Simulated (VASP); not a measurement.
# InSi2B3 (P-6m2) in VASP: a series of runs

Runs on InSi2B3. Level: PBE. Tasks: single point, relaxation of cell and atoms.

All numbers are computed with VASP 6.6.1; they aren't measurements. Logs are shortened: lines on timing, memory, paths and dates and some standing lists are left out, and cuts for length are marked.

### 1 The cell of the first run

The structure is hexagonal, space group P-6m2 (No. 187). Conventional cell: a = 3.587 Å, b = 3.587 Å, c = 7.659 Å, α = 90.00°, β = 90.00°, γ = 120.00°. In (site symmetry -6m2) has 3 B at 2.07 Å within 2.7 Å. Within 3.3 Å of Si (site symmetry 3m) lie 9 B at 2.50 to 3.19 Å and 1 Si at 2.80 Å and 3 In at 3.19 Å. Within 2.7 Å of B (site symmetry -6m2) lie 3 B at 2.07 Å and 6 Si at 2.50 Å. Within 2.7 Å of B (site symmetry -6m2) lie 3 In at 2.07 Å. Within 2.7 Å of B (site symmetry -6m2) lie 3 B at 2.07 Å and 6 Si at 2.50 Å.

The cell was built from a structure type or drawn by symmetry, and may not be a known phase.

### 2 Single point, PBE

File INCAR:

```
PREC     = Accurate       # precision mode
ENCUT    = 520            # plane-wave cutoff, eV
EDIFF    = 1E-6           # SCF threshold, eV
ISMEAR   = 0              # smearing method
SIGMA    = 0.1            # smearing width, eV
LREAL    = False          # projectors in reciprocal space
LASPH    = True           # aspherical terms in the spheres
NELM     = 60             # most SCF steps
ALGO     = Normal         # electronic algorithm
ISIF     = 2              # what is computed and relaxed
LWAVE    = False          # write WAVECAR
LCHARG   = True           # write CHGCAR
GGA      = PE             # functional
LELF     = True           # ELF
LVHAR    = True         
NBANDS   = 24             # bands
```

File KPOINTS:

```
regular mesh
0
Gamma
  6 6 2
```

File POSCAR:

```
InSi2B3
1.0
    3.5870279513     -0.0000000028      0.0000000000
   -1.7935139733      3.1064573313      0.0000000000
    0.0000000000      0.0000000000      7.6587957125
In Si B
1 2 3
Direct
    0.0000000000      0.0000000000      0.0000000000
    0.6666666667      0.3333333333      0.3174400372
    0.6666666667      0.3333333333      0.6825599628
    0.0000000000      0.0000000000      0.5000000000
    0.3333333333      0.6666666667      0.0000000000
    0.3333333333      0.6666666667      0.5000000000
```

Potentials or basis: VASP PAW PBE potentials, release 64 (In_d, Si, B).

Started as:

```console
$ cat potpaw_PBE.64/In_d/POTCAR potpaw_PBE.64/Si/POTCAR potpaw_PBE.64/B/POTCAR > POTCAR
$ mpirun -np 1 vasp_std > vasp.out
```

OUTCAR:

```text
PREC = Accurate
   ENCUT = 520
   EDIFF = 1E-6
   ISMEAR = 0
   LREAL = False
   LASPH = True
   NELM = 60
   ISIF = 2
   GGA = PE

 ion  position               nearest neighbor table
   1  0.000  0.000  0.000-   5 2.07   5 2.07   5 2.07   2 3.19   3 3.19   3 3.19   2 3.19   3 3.19
                             2 3.19
   2  0.667  0.333  0.317-   6 2.50   6 2.50   4 2.50   4 2.50   4 2.50   6 2.50   3 2.80   1 3.19
                             1 3.19   1 3.19
   3  0.667  0.333  0.683-   6 2.50   6 2.50   4 2.50   4 2.50   4 2.50   6 2.50   2 2.80   1 3.19
                             1 3.19   1 3.19
   4  0.000  0.000  0.500-   6 2.07   6 2.07   6 2.07   2 2.50   3 2.50   3 2.50   2 2.50   3 2.50
                             2 2.50
   5  0.333  0.667  0.000-   1 2.07   1 2.07   1 2.07
   6  0.333  0.667  0.500-   4 2.07   4 2.07   4 2.07   2 2.50   3 2.50   2 2.50   3 2.50   2 2.50
                             3 2.50

  LATTYP: Found a hexagonal cell.
 ALAT       =     3.5870279513
 C/A-ratio  =     2.1351368923

  Lattice vectors:

 A1 = (   3.5870279513,  -0.0000000028,   0.0000000000)
 A2 = (  -1.7935139733,   3.1064573313,   0.0000000000)
 A3 = (   0.0000000000,   0.0000000000,   7.6587957125)

Analysis of symmetry for initial positions (statically):
=====================================================================
 Subroutine PRICEL returns:
 Original cell was already a primitive cell.

 Routine SETGRP: Setting up the symmetry group for a
 hexagonal supercell.

 Subroutine GETGRP returns: Found 12 space group operations
 (whereof 12 operations were pure point group operations)
 out of a pool of 24 trial point group operations.

The static configuration has the point symmetry D_3h.

Analysis of symmetry for dynamics (positions and initial velocities):
=====================================================================
 Subroutine PRICEL returns:
 Original cell was already a primitive cell.

 Routine SETGRP: Setting up the symmetry group for a
 hexagonal supercell.

 Subroutine GETGRP returns: Found 12 space group operations
 (whereof 12 operations were pure point group operations)
 out of a pool of 24 trial point group operations.

The dynamic configuration has the point symmetry D_3h.

 Subroutine INISYM returns: Found 12 space group operations
 (whereof 12 operations are pure point group operations),
 and found     1 'primitive' translations

----------------------------------------------------------------------------------------

                                     Primitive cell

  volume of cell :      85.3416

  direct lattice vectors                    reciprocal lattice vectors
     3.587027951 -0.000000003  0.000000000     0.278782327  0.160955051  0.000000000
    -1.793513973  3.106457331  0.000000000     0.000000000  0.321910103  0.000000000
     0.000000000  0.000000000  7.658795712     0.000000000  0.000000000  0.130568831

  length of vectors
     3.587027951  3.587027951  7.658795712     0.321910103  0.321910103  0.130568831

  position of ions in fractional coordinates (direct lattice)
     0.000000000  0.000000000  0.000000000
     0.666666667  0.333333333  0.317440037
     0.666666667  0.333333333  0.682559963
     0.000000000  0.000000000  0.500000000
     0.333333333  0.666666667  0.000000000
     0.333333333  0.666666667  0.500000000

  ion indices of the primitive-cell ions
   primitive index   ion index
                 1           1
                 2           2
                 3           3
                 4           4
                 5           5
                 6           6

----------------------------------------------------------------------------------------

 KPOINTS: regular mesh

Automatic generation of k-mesh.
 Grid dimensions read from file:
 generate k-points for:    6    6    2

 Generating k-lattice:

  Cartesian coordinates                     Fractional coordinates (reciprocal lattice)
     0.046463721  0.026825842  0.000000000     0.166666667  0.000000000  0.000000000
     0.000000000  0.053651684  0.000000000     0.000000000  0.166666667  0.000000000
     0.000000000  0.000000000  0.065284415     0.000000000  0.000000000  0.500000000

  Length of vectors
     0.053651684  0.053651684  0.065284415

  Shift w.r.t. Gamma in fractional coordinates (k-lattice)
     0.000000000  0.000000000  0.000000000

 Subroutine IBZKPT returns following result:
 ===========================================

 Found     14 irreducible k-points:

 Following reciprocal coordinates:
            Coordinates               Weight
  0.000000  0.000000  0.000000      1.000000
  0.166667  0.000000  0.000000      6.000000
  0.333333  0.000000  0.000000      6.000000
  0.500000  0.000000  0.000000      3.000000
  0.166667  0.166667  0.000000      6.000000
  0.333333  0.166667  0.000000     12.000000
  0.333333  0.333333  0.000000      2.000000
  0.000000  0.000000  0.500000      1.000000
  0.166667  0.000000  0.500000      6.000000
  0.333333  0.000000  0.500000      6.000000
  0.500000  0.000000  0.500000      3.000000
  0.166667  0.166667  0.500000      6.000000
  0.333333  0.166667  0.500000     12.000000
  0.333333  0.333333  0.500000      2.000000
   k-points           NKPTS =     14   k-points in BZ     NKDIM =     14   number of bands    NBANDS=     24
   number of dos      NEDOS =    301   number of ions     NIONS =      6
   total plane-waves  NPLWV =  47040
   dimension x,y,z NGX =    28 NGY =   28 NGZ =   60
   dimension x,y,z NGXF=    56 NGYF=   56 NGZF=  120
   ions per type =               1   2   3
   NGX,Y,Z   is equivalent  to a cutoff of  12.98, 12.98, 13.02 a.u.
   NGXF,Y,Z  is equivalent  to a cutoff of  25.95, 25.95, 26.05 a.u.
 SYSTEM =  unknown system
   PREC   = accura    normal or accurate (medium, high low for compatibility)
   ISTART =      0    job   : 0-new  1-cont  2-samecut
   ICHARG =      2    charge: 1-file 2-atom 10-const
   ISPIN  =      1    spin polarized calculation?
   LNONCOLLINEAR =      F non collinear calculations
   LSORBIT =      F    spin-orbit coupling
   LASPH  =      T    aspherical Exc in radial PAW
   ENCUT  =  520.0 eV  38.22 Ry    6.18 a.u.   6.67  6.67 14.24*2*pi/ulx,y,z
   NELM   =     60;   NELMIN=  2; NELMDL= -5     # of ELM steps
   EDIFF  = 0.1E-05   stopping-criterion for ELM
   LREAL  =      F    real-space projection
   EDIFFG = 0.1E-04   stopping-criterion for IOM
   NSW    =      0    number of steps for IOM
   IBRION =     -1    ionic relax: 0-MD 1-quasi-New 2-CG
   NFREE  =      0    steps in history (QN), initial steepest desc. (CG)
   ISIF   =      2    stress and relaxation
   ISYM   =      2    0-nonsym 1-usesym 2-fastsym
   POTIM  = 0.5000    time-step for ionic-motion
   TEBEG  =    0.0;   TEEND  =   0.0 temperature during run
   PSTRESS=    0.0 pullay stress
   NELECT =      30.0000    total number of electrons
   NUPDOWN=      -1.0000    fix difference up-down
   EMIN   =  10.00;   EMAX   =-10.00  energy-range for DOS
   EFERMI =   0.00;   METHOD = LEGACY
   ISMEAR =     0;   SIGMA  =   0.10  broadening in eV -4-tet -1-fermi 0-gaus
   EFERMI_NEDOS =   21; number of points for ismear=-14 and -15
   IALGO  =     38    algorithm
   IMIX   =      4    mixing-type and parameters
     AMIX     =   0.40;   BMIX     =  1.00
     AMIX_MAG =   1.60;   BMIX_MAG =  1.00
  volume/ion in A,a.u.               =      14.22        95.99
  Fermi-wavevector in a.u.,A,eV,Ry     =   1.155389  2.183369 18.162752  1.334925
  Thomas-Fermi vector in A             =   2.292018
   LORBIT       =      0    0 simple, 1 ext, 2 COOP (PROOUT), +10 PAW based schemes
   GGA     = PE    functional components
   LHFCALC =     F    Hartree Fock is set to
   AEXX    =    0.0000 exact exchange contribution
   IVDW    =     0    specifies the selected vdW correction
   LEPSILON=     F    determine dielectric tensor
   LRPA    =     F    only Hartree local field effects (RPA)
 non-spin polarized calculation
 Gauss-broadening in eV      SIGMA  =   0.10
  energy-cutoff  :      520.00
  volume of cell :       85.34
 maximum number of plane-waves:      2333
 NGX is ok and might be reduce to    28
   NGX = 13   NGY = 13   NGZ = 29

 number of electron      29.9999996 magnetization

 Free energy of the ion-electron system (eV)
  ---------------------------------------------------
  ext. energy  EPLUGINS =         0.00000000
  ---------------------------------------------------
  free energy    TOTEN  =       -25.59420471 eV

  energy without entropy =      -25.57638761  energy(sigma->0) =      -25.58529616

 E-fermi :   6.9378     XC(G=0): -10.6613

 val. band max:        6.9250908127   @ k =   0.3333   0.3333   0.0000
 cond. band min:       6.9720358579   @ k =   0.1667   0.1667   0.5000
 fundamental gap:      0.0469450452
 Fermi energy:         6.9378361968

 k-point     1 :       0.0000    0.0000    0.0000
  band No.  band energies     occupation
      1      -7.4685      2.00000
      2      -7.4104      2.00000
      3      -7.4104      2.00000
      4      -7.0155      2.00000
      5      -7.0155      2.00000
      6      -6.5840      2.00000
[... 16 lines left out ...]
     23      12.6275      0.00000
     24      13.0592      0.00000

 k-point     2 :       0.1667    0.0000    0.0000
  band No.  band energies     occupation
      1      -7.4638      2.00000
      2      -7.3562      2.00000
      3      -7.3309      2.00000
      4      -7.0617      2.00000
      5      -7.0230      2.00000
      6      -6.2094      2.00000
[... 16 lines left out ...]
     23      12.1395      0.00000
     24      13.6448      0.00000

 k-point     3 :       0.3333    0.0000    0.0000
  band No.  band energies     occupation
      1      -7.5023      2.00000
      2      -7.2084      2.00000
      3      -7.1652      2.00000
      4      -7.1477      2.00000
      5      -7.0380      2.00000
      6      -5.0971      2.00000
[... 16 lines left out ...]
     23      12.9448      0.00000
     24      13.1119      0.00000

 k-point     4 :       0.5000    0.0000    0.0000
  band No.  band energies     occupation
      1      -7.5236      2.00000
      2      -7.1880      2.00000
      3      -7.1366      2.00000
      4      -7.0787      2.00000
      5      -7.0455      2.00000
      6      -3.5870      2.00000
[... 16 lines left out ...]
     23      12.8268      0.00000
     24      14.4364      0.00000

 k-point     5 :       0.1667    0.1667    0.0000
  band No.  band energies     occupation
      1      -7.4413      2.00000
      2      -7.3265      2.00000
      3      -7.1787      2.00000
      4      -7.1186      2.00000
      5      -7.0426      2.00000
      6      -5.4647      2.00000
[... 16 lines left out ...]
     23      13.3862      0.00000
     24      14.0809      0.00000

 k-point     6 :       0.3333    0.1667    0.0000
  band No.  band energies     occupation
      1      -7.4467      2.00000
      2      -7.2019      2.00000
      3      -7.1656      2.00000
      4      -7.0971      2.00000
      5      -7.0683      2.00000
      6      -4.0152      2.00000
[... 16 lines left out ...]
     23      12.0192      0.00000
     24      13.6726      0.00000
[... 109 lines left out ...]
 k-point    11 :       0.5000    0.0000    0.5000
  band No.  band energies     occupation
      1      -7.5236      2.00000
      2      -7.1900      2.00000
      3      -7.1356      2.00000
      4      -7.0787      2.00000
      5      -7.0456      2.00000
      6      -3.5392      2.00000
[... 16 lines left out ...]
     23      13.4478      0.00000
     24      13.5837      0.00000

 k-point    12 :       0.1667    0.1667    0.5000
  band No.  band energies     occupation
      1      -7.4412      2.00000
      2      -7.3260      2.00000
      3      -7.1775      2.00000
      4      -7.1223      2.00000
      5      -7.0428      2.00000
      6      -5.4093      2.00000
[... 16 lines left out ...]
     23      13.2717      0.00000
     24      13.4475      0.00000

 k-point    13 :       0.3333    0.1667    0.5000
  band No.  band energies     occupation
      1      -7.4466      2.00000
      2      -7.2014      2.00000
      3      -7.1674      2.00000
      4      -7.0965      2.00000
      5      -7.0687      2.00000
      6      -3.9689      2.00000
[... 16 lines left out ...]
     23      12.8523      0.00000
     24      14.0777      0.00000

 k-point    14 :       0.3333    0.3333    0.5000
  band No.  band energies     occupation
      1      -7.3626      2.00000
      2      -7.1864      2.00000
      3      -7.1444      2.00000
      4      -7.1353      2.00000
      5      -7.1149      2.00000
      6      -2.6607      2.00000
[... 16 lines left out ...]
     23      12.6963      0.00000
     24      12.9449      0.00000

------------------------ aborting loop because EDIFF is reached ----------------------------------------

  FORCE on cell =-STRESS in cart. coord.  units (eV):
  Direction    XX          YY          ZZ          XY          YZ          ZX
  --------------------------------------------------------------------------------------
  -------------------------------------------------------------------------------------
  Total       -0.0311083     -0.0311083     -0.0925079      0.0000000     -0.0000000      0.0000000
  in kB       -0.5840172     -0.5840172     -1.7367164      0.0000000     -0.0000000      0.0000000
  external PRESSURE =      -0.9682503 kB  Pullay stress =       0.0000000 kB

 VOLUME and BASIS-vectors are now :
 -----------------------------------------------------------------------------
  energy-cutoff  :      520.00
  volume of cell :       85.34
      direct lattice vectors                 reciprocal lattice vectors
     3.587027951 -0.000000003  0.000000000     0.278782327  0.160955051  0.000000000
    -1.793513973  3.106457331  0.000000000     0.000000000  0.321910103  0.000000000
     0.000000000  0.000000000  7.658795712     0.000000000  0.000000000  0.130568831

 POSITION                                       TOTAL-FORCE (eV/Angst)
 -----------------------------------------------------------------------------------
      0.00000      0.00000      0.00000        -0.000000      0.000000      0.000000
      1.79351      1.03549      2.43121        -0.000000      0.000000      0.003398
      1.79351      1.03549      5.22759        -0.000000     -0.000000     -0.003398
      0.00000      0.00000      3.82940        -0.000000      0.000000      0.000000
      0.00000      2.07097      0.00000         0.000000      0.000000      0.000000
      0.00000      2.07097      3.82940        -0.000000      0.000000      0.000000
 -----------------------------------------------------------------------------------
    total drift:                                0.000002     -0.000001     -0.000000

  FREE ENERGIE OF THE ION-ELECTRON SYSTEM (eV)
  ---------------------------------------------------
  free  energy   TOTEN  =       -25.5942047125 eV

  energy  without entropy=      -25.5763876063  energy(sigma->0) =      -25.58529616
```

Run time: 24 s. Hardware: 1 thread of AMD EPYC 9R45 (Zen 5), shared host; peak memory 0.18 GiB.

Results:

- Free energy: -25.5942 eV
- Pressure: -0.1 GPa
- Largest force: 0.003 eV/Å
- Band gap on the k mesh: zero (bands 15 and 16 overlap by 2.96 eV)

Forces on the atoms (eV/Å):
```
In   0.000  0.000  0.000
Si   0.000  0.000  0.003
Si   0.000  0.000 -0.003
B    0.000  0.000  0.000
B    0.000  0.000  0.000
B    0.000  0.000  0.000
```

Levels at points of the mesh, in eV from the Fermi level:
```tsv
k point	band 11	band 12	band 13	band 14	band 15	band 16	band 17	band 18	band 19	band 20
(0.00, 0.00, 0.00)	-1.98	-1.98	-0.42	-0.42	1.86	1.88	1.88	2.20	3.22	3.39
(0.50, 0.00, 0.00)	-4.83	-4.74	-2.43	-0.91	-0.21	0.40	0.80	1.65	2.19	2.37
(0.00, 0.00, 0.50)	-1.97	-0.40	-0.40	0.75	0.91	1.84	1.84	2.17	2.78	3.22
(0.50, 0.00, 0.50)	-4.26	-3.76	-3.20	-1.53	-1.41	-1.10	1.00	2.27	3.74	4.30
```

Caveat: the k points lie up to 0.41 Å⁻¹ apart, too coarse for converged energies and pressures of a metal; spin-orbit coupling is left out, which moves the levels of the heavy elements.

### 3 Single point, PBE

This run uses another cell than the first one, of 15.29 Å³/atom.

File INCAR:

```
SYSTEM = InSi2B3
PREC = Accurate ; ENCUT = 520
EDIFF = 1E-7 ; ISMEAR = 0
SIGMA = 0.1 ; LREAL = .FALSE.
LASPH = .TRUE. ; NELM = 60
ALGO = Normal ; ISIF = 2
LWAVE = .FALSE. ; LCHARG = .FALSE.
GGA = PE ; NBANDS = 24
```

File KPOINTS:

```
regular mesh
0
G
  6 6 2
  0 0 0
```

File POSCAR:

```
InSi2B3
1.0
    3.7440171700      0.0000000000      0.0000000000
   -1.8720085800      3.2424139800      0.0000000000
    0.0000000000      0.0000000000      7.5569471300
In Si B
1 2 3
Direct
    0.0000000000      0.0000000000      0.0000000000
    0.6666666700      0.3333333300      0.2494100000
    0.6666666700      0.3333333300      0.7505900000
    0.0000000000      0.0000000000      0.5000000000
    0.3333333300      0.6666666700      0.0000000000
    0.3333333300      0.6666666700      0.5000000000
```

Potentials or basis: VASP PAW PBE potentials, release 64 (In_d, Si, B).

Started as:

```console
$ cat potpaw_PBE.64/In_d/POTCAR potpaw_PBE.64/Si/POTCAR potpaw_PBE.64/B/POTCAR > POTCAR
$ mpirun -np 1 vasp_std > vasp.out
```

It took 22 s on 1 thread of AMD EPYC 9R45 (Zen 5), shared host; peak memory 0.17 GiB.

It converged, with:

```yaml
Free_energy: -24.6082 eV
Pressure: -7.2 GPa
Largest_force: 1.647 eV/Å
Band_gap_on_the_k_mesh: zero (bands 15 and 16 overlap by 2.44 eV)
```

Forces on the atoms (eV/Å):
```
In   0.000  0.000  0.000
Si   0.000  0.000  1.647
Si   0.000  0.000 -1.647
B    0.000  0.000  0.000
B    0.000  0.000  0.000
B    0.000  0.000  0.000
```

Stress tensor (GPa, compression positive):
```
-9.72  0.00  0.00
 0.00 -9.72  0.00
 0.00  0.00 -2.12
```

Levels at points of the mesh, in eV from the Fermi level:
```tsv
k point	band 11	band 12	band 13	band 14	band 15	band 16	band 17	band 18	band 19	band 20
(0.00, 0.00, 0.00)	-0.46	-0.46	0.38	0.38	1.05	1.05	2.08	2.46	2.46	2.52
(0.50, 0.00, 0.00)	-4.45	-3.10	-2.31	-1.87	0.34	0.62	0.91	1.17	1.79	2.05
(0.00, 0.00, 0.50)	-0.39	0.25	0.32	0.32	0.78	1.40	1.40	1.60	1.60	2.18
(0.50, 0.00, 0.50)	-3.74	-2.77	-2.73	-2.44	-2.27	-0.09	0.18	2.52	2.80	3.12
```

Caveat: the k points lie up to 0.42 Å⁻¹ apart, too coarse for converged energies and pressures of a metal; spin-orbit coupling is left out, which moves the levels of the heavy elements; forces of over 1 eV/Å act on the atoms, so gaps and moduli don't describe the material at rest.

(Continued in part 2 of 2.)
